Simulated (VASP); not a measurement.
Crystal: YF.

```
Y F
1.0
     0.00000    2.63644    2.63644
     2.63644    0.00000    2.63644
     2.63644    2.63644    0.00000
Y F
1 1
Direct
  0.00000 0.00000 0.00000
  0.50000 0.50000 0.50000
```

Base run:

| Quantity | Value |
| --- | --- |
| Program | VASP 6.6.1 |
| Functional | PBE |
| Potentials or basis | VASP PAW PBE potentials, release 64 (Y_sv, F) |
| Cutoff | 600 eV |
| k mesh | 6 × 6 × 6 |
| Occupations | fermi-dirac, width 0.1 eV |
| Spin | no spin polarisation |

Its results: band gap on the k mesh zero (band 9 reaches 5.01 eV, above the bottom of band 10 at 4.61 eV); pressure -2.7 GPa.

Question: The run is repeated on the same cell with these changes: functional from PBE to r2SCAN; cutoff from 600 eV to 660 eV. What comes out?

Answer: Band gap on the k mesh zero (band 9 reaches 5.06 eV, above the bottom of band 10 at 4.74 eV); pressure -4.8 GPa.

Caveats: the PAW data sets were made with another functional, which shifts forces and pressure a little (some runs).
